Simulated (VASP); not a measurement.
# Si: single point with HSE06

Si:

```
Si
1.0
    -1.62691    1.62691    1.32033
     1.62691   -1.62691    1.32033
     1.62691    1.62691   -1.32033
Si
1
Direct
  0.00000 0.00000 0.00000
```

* Program: VASP 6.6.1
* Task: single point
* Functional: HSE06
* Potentials or basis: VASP PAW PBE potentials, release 64 (Si)
* Cutoff: 520 eV
* k mesh: 8 × 8 × 8
* Occupations: fermi-dirac, width 0.05 eV
* Spin: no spin polarisation

```
Pressure               : 1.6 GPa
Band gap on the k mesh : zero (band 2 reaches 21.08 eV, above the bottom of band 3 at 7.43 eV)
```

Stress tensor (GPa, compression positive):
```
 4.45  0.00  0.00
 0.00  4.45  0.00
 0.00  0.00 -4.12
```

Levels at points of the mesh, in eV from the Fermi level:
```
           k point  band 1  band 2  band 3  band 4  band 5
(0.00, 0.00, 0.00)  -16.91   10.24   10.95   10.95   13.83
(0.50, 0.00, 0.00)   -7.63   -7.19    5.18    6.69    7.11
(0.50, 0.50, 0.00)   -9.99   -8.73    9.82   12.25   12.62
(0.50, 0.50, 0.50)   -3.14   -3.14   -1.84    1.15    4.50
```

Wall time 14 min on 1 thread of AMD EPYC 7R43 64-Core Processor (Zen 3), with other jobs on the host, peak memory 0.19 GiB.

Caveat: the k points lie up to 0.38 Å⁻¹ apart; the PAW data sets were made with another functional, which shifts forces and pressure a little.
